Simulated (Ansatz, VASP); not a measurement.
**One calculation of Co, two programs**

```xyz
2
Lattice="2.4431 0.0000 0.0000 -1.2215 2.1158 0.0000 0.0000 0.0000 3.9655" Properties=species:S:1:pos:R:3 pbc="T T T"
Co    0.0000    1.4105    0.9914
Co    1.2215    0.7053    2.9741
```

Alike in both runs: task single point; functional PBE; k mesh 13 × 13 × 7; occupations fermi-dirac, width 0.1 eV; collinear spin.

|  | VASP | Ansatz |
| --- | --- | --- |
| version | VASP 6.6.1 | Ansatz 0.2.0 |
| potentials or method | VASP PAW PBE potentials, release 64 (Co), cutoff 520 eV | plane waves, PAW |
| valence electrons in the cell | 18 | 34 |

Ansatz gave:

| Quantity | Value |
| --- | --- |
| pressure (GPa) | 14.4 |
| traceless stress, the component that is largest in VASP (GPa) | -0.91 |
| net moment per atom (μB) | 1.57 |
| size of the moment on the site where the two differ most (μB) | 1.64 |

Question: Estimate VASP's values.

Answer: Pressure (GPa): 13.3; traceless stress, the component that is largest in VASP (GPa): -0.99; net moment per atom (μB): 1.56; size of the moment on the site where the two differ most (μB): 1.57.

Site moments also hang on the region over which each program counts them. VASP's potentials hold 18 valence electrons a cell and Ansatz's 34, so a difference there can come from the potentials and not from the codes. Ansatz's warnings: given moment on shells, stress scf threshold loose.
